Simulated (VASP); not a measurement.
**Cd6Te: relaxation of cell and atoms with PBE**

The system is Cd6Te.

```
Cd Te
1.0
     8.73643    0.00000    0.00000
    -4.36822    7.56597    0.00000
     0.00000    0.00000    2.96818
Cd Te
6 1
Cartesian
  5.8850 1.6463 1.4841
  4.3682 4.2734 1.4841
  2.8514 1.6463 1.4841
  -1.5168 5.9197 1.4841
  0.0000 3.2925 1.4841
  1.5168 5.9197 1.4841
  0.0000 0.0000 1.4841
```

The cell was built from a structure type or drawn by symmetry, and may not be a known phase.

```json
{
  "Program": "VASP 6.6.1",
  "Task": "relaxation of cell and atoms",
  "Functional": "PBE",
  "Potentials or basis": "VASP PAW PBE potentials, release 64 (Cd, Te)",
  "Cutoff": "600 eV",
  "k mesh": "6 × 6 × 10",
  "Occupations": "gaussian, width 0.1 eV",
  "Spin": "no spin polarisation",
  "Dipole correction": "no",
  "Further INCAR settings": "ALGO = Fast; EDIFF = 1e-06; IBRION = 2; EDIFFG = -0.01; NSW = 100; ISIF = 3"
}
```

```
Relaxed volume                        : 28.13 Å³/atom
Relaxed cell                          : a = 8.661 Å, b = 8.661 Å, c = 3.031 Å, α = 90.00°, β = 90.00°, γ = 120.00°
Space group after relaxing (to 0.1 Å) : P6/mmm (No. 191)
Energy gained by relaxing             : 5.1 meV/atom
Ionic steps                           : 8
Pressure after relaxing               : 0.0 GPa
Band gap on the k mesh                : zero (bands 39 and 40 overlap by 1.23 eV)
```

The path:
| step | energy change (eV) | largest force (eV/Å) | pressure (GPa) | volume (Å³) |
| --- | --- | --- | --- | --- |
| 1 | 0.0000 | 0.1884 | 0.31 | 196.20 |
| 2 | -0.0142 | 0.1498 | 0.01 | 197.74 |
| 3 | -0.0240 | 0.0645 | -0.60 | 201.35 |
| 4 | -0.0332 | 0.0142 | -0.34 | 199.30 |
| 5 | -0.0348 | 0.0136 | -0.21 | 198.29 |
| 6 | -0.0348 | 0.0193 | -0.18 | 198.06 |
| 7 | -0.0359 | 0.0045 | -0.05 | 197.18 |
| 8 | -0.0360 | 0.0010 | -0.01 | 196.91 |

Final structure:
```
Cd Te
1.0
     8.66103    0.00000    0.00000
    -4.33052    7.50067    0.00000
     0.00000    0.00000    3.03110
Cd Te
6 1
Direct
  0.78549 0.21451 0.50000
  0.78549 0.57098 0.50000
  0.42902 0.21451 0.50000
  0.21451 0.78549 0.50000
  0.21451 0.42902 0.50000
  0.57098 0.78549 0.50000
  0.00000 0.00000 0.50000
```

Levels at points of the mesh, in eV from the Fermi level:
```tsv
k point	band 37	band 38	band 39	band 40	band 41	band 42
(0.00, 0.00, 0.00)	-3.82	-0.66	-0.66	-0.21	2.08	2.28
(0.50, 0.00, 0.00)	-2.24	-2.03	-1.12	-0.46	0.44	1.84
(0.00, 0.00, 0.50)	-0.58	-0.03	-0.03	0.50	0.50	0.53
(0.50, 0.00, 0.50)	-0.92	-0.45	0.27	0.36	0.94	0.99
```

It took 60 min on 1 thread of Intel Xeon 8259CL, on a shared host, peak memory 0.61 GiB.

Caveat: spin-orbit coupling is left out, which moves the levels of the heavy elements.
